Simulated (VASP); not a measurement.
Set up this calculation in VASP 6.6.1, as the native input.

```
Task                               : single point
Functional                         : PBE-based screened hybrid
Potentials or basis                : VASP PAW PBE potentials, release 64 (Br, K_sv)
Cutoff                             : 520 eV
k mesh                             : 4 × 4 × 4
Occupations                        : fermi-dirac, width 0.05 eV
Spin                               : no spin polarisation
Dipole correction                  : no
Grid for exact exchange (PRECFOCK) : Normal
Share of exact exchange            : 0.05
Further INCAR settings             : ALGO = Normal; EDIFF = 1e-07; NBANDS = 15
Screening parameter                : 0.2 1/Å
```

Crystal: KBr.

```xyz
2
Lattice="0.0000 3.3000 3.3000 3.3000 0.0000 3.3000 3.3000 3.3000 0.0000" Properties=species:S:1:pos:R:3 pbc="T T T"
Br    3.3000    3.3000    3.3000
K     0.0000    0.0000    0.0000
```

The input as run:

POSCAR

```
KBr
1.0
    0.0000000000      3.3000000000      3.3000000000
    3.3000000000      0.0000000000      3.3000000000
    3.3000000000      3.3000000000      0.0000000000
Br K
1 1
Direct
    0.5000000000      0.5000000000      0.5000000000
    0.0000000000      0.0000000000      0.0000000000
```

INCAR.step1

```
  PREC = Accurate
  ENCUT = 520
  EDIFF = 1E-5
  ISMEAR = -1
  SIGMA = 0.05
  LREAL = F
  LASPH = T
  NELM = 80
  ALGO = Normal
  ISIF = 2
  LWAVE = T
  GGA = PE
  NBANDS = 15
```

INCAR.step2

```
  PREC = Accurate
  ENCUT = 520
  EDIFF = 1E-7
  ISMEAR = -1
  SIGMA = 0.05
  LREAL = F
  LASPH = T
  NELM = 80
  ALGO = Normal
  ISIF = 2
  LWAVE = F
  LCHARG = T
  GGA = PE
  LHFCALC = T
  AEXX = 0.05
  HFSCREEN = 0.2
  PRECFOCK = Normal
  LELF = T
  LVHAR = T
  ISTART = 1
  NBANDS = 15
```

KPOINTS

```
Automatic mesh
0
Gamma
  4 4 4
```

Potentials or basis: VASP PAW PBE potentials, release 64 (Br, K_sv).

Launch:

```console
$ cat potpaw_PBE.64/Br/POTCAR potpaw_PBE.64/K_sv/POTCAR > POTCAR
$ cp INCAR.step1 INCAR
$ mpirun -np 1 vasp_std > vasp.out
$ cp INCAR.step2 INCAR
$ mpirun -np 1 vasp_std > vasp.out
```

Results of the run:

```
Pressure               : 0.7 GPa
Band gap on the k mesh : 4.67 eV, direct
```

Caveat: the PAW data sets were made with another functional, which shifts forces and pressure a little.

Run time: 8.4 min on 1 thread of Intel Xeon 6975P-C, with other jobs on the host, peak memory 0.32 GiB.
